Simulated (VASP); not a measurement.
Crystal: AgSn2SeI3.

```
Ag Sn Se I
1.0
     7.53746    0.00000    0.00000
    -3.76873    6.52763    0.00000
     0.00000    0.00000    4.89531
Ag Sn Se I
1 2 1 3
Direct
  0.00000 0.00000 0.00000
  0.33333 0.66667 0.50000
  0.66667 0.33333 0.50000
  0.00000 0.00000 0.50000
  0.50836 0.00000 0.50000
  0.00000 0.50836 0.50000
  0.49164 0.49164 0.50000
```

- Program: VASP 6.6.1
- Task: relaxation of cell and atoms
- Functional: PBE
- Potentials or basis: VASP PAW PBE potentials, release 64 (Ag, Sn_d, Se, I)
- Cutoff: 600 eV
- k mesh: 2 × 2 × 3
- Occupations: gaussian, width 0.15 eV
- Spin: no spin polarisation

At the start: pressure 44.9 GPa; volume 34.41 Å³/atom.

Question: How do energy, volume and symmetry change on relaxing?

Answer: Over 8 steps the energy falls by 3214.4 meV/atom and the volume is 64.57 Å³/atom (+87.7 %); space group P-62m (No. 189, to 0.05 Å).

The path:
```csv
step,energy change (eV),largest force (eV/Å),pressure (GPa),volume (Å³)
1,0.0000,0.7634,44.89,240.86
2,-19.2613,0.0609,-2.32,694.65
3,-22.4032,0.0255,0.27,434.11
4,-22.4656,0.0042,-0.50,468.00
5,-22.4760,0.0146,-0.19,456.99
6,-22.4752,0.0099,-0.34,462.02
7,-22.4965,0.0096,-0.20,455.90
8,-22.5009,0.0093,-0.11,452.01
```

Final structure:
```
Ag Sn Se I
1.0
    10.43756    0.00000    0.00000
    -5.21878    9.03920    0.00000
     0.00000    0.00000    4.79092
Ag Sn Se I
1 2 1 3
Cartesian
  -5.2188 9.0392 0.0000
  0.0000 6.0261 2.3955
  5.2188 3.0131 2.3955
  -5.2188 9.0392 2.3955
  0.1262 9.0392 2.3955
  7.7651 4.6289 2.3955
  2.5463 4.4103 2.3955
```

Caveat: the k points lie up to 0.44 Å⁻¹ apart in the final cell; the volume moved by over 15 % at a fixed basis, so the end points are rough; the relaxation stopped at a loose force limit of 0.08 eV/Å, so its end isn't a converged minimum.
